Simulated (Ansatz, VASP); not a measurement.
## One calculation of Si, two programs

File INCAR:

```
  PREC = Accurate
  ENCUT = 500
  EDIFF = 1E-7
  ISMEAR = 0
  SIGMA = 0.01
  LREAL = False
  LASPH = True
  NELM = 120
  ALGO = Normal
  ISIF = 3
  LWAVE = False
  LCHARG = False
  GGA = PE
  IBRION = 2
  NSW = 80
  EDIFFG = -0.001
  GGA_COMPAT = False
  NELMIN = 4
```

Contents of KPOINTS:

```
regular mesh
0
Gamma
  8 8 8
```

The input POSCAR:

```
Si
1.0
    0.0000000000      2.7353450877      2.7353450877
    2.7353450877      0.0000000000      2.7353450877
    2.7353450877      2.7353450877      0.0000000000
Si
2
Direct
    0.2500000000      0.2500000000      0.2500000000
    0.0000000000      0.0000000000      0.0000000000
```

Input for Ansatz:

```yaml
crystal:
  lattice:
    - [0.0, 2.7353450877, 2.7353450877]
    - [2.7353450877, 0.0, 2.7353450877]
    - [2.7353450877, 2.7353450877, 0.0]
  atoms:
    - { symbol: Si, position: [0.25, 0.25, 0.25] }
    - { symbol: Si, position: [0.0, 0.0, 0.0] }
basis:
  ecutwfc: 420
kpoints:
  mp_grid: { grid: [8, 8, 8] }
hamiltonian:
  xc: pbe
scf:
  occupations: { method: fixed }
output:
  forces: true
  stress: true
  eigenvalues: true
relax:
  adjacent_minimum: "off"
  f_tol: 0.001
  max_steps: 60
  cell: { stress_tol: 0.01 }
```

Alike in both runs: task relaxation of cell and atoms; functional PBE; k mesh 8 × 8 × 8; no spin polarisation.

|  | VASP | Ansatz |
| --- | --- | --- |
| version | VASP 6.6.1 | Ansatz 0.2.0 |
| potentials or method | VASP PAW PBE potentials, release 64 (Si), cutoff 500 eV | scalar-relativistic, plane waves, PAW |
| occupations | gaussian, width 0.01 eV | fixed |
| valence electrons in the cell | 8 | 8 |

Ansatz gave:

| Item | Value |
| --- | --- |
| gap on the k mesh at the Fermi level, each at its own relaxed structure (eV) | 0.65 |
| relaxed volume (Å³/atom) | 20.46 |
| relaxed cell length with the largest relative difference (Å) | 3.868 |

Estimate VASP's values.

gap on the k mesh at the Fermi level, each at its own relaxed structure (eV): 0.65; relaxed volume (Å³/atom): 20.44; relaxed cell length with the largest relative difference (Å): 3.867.
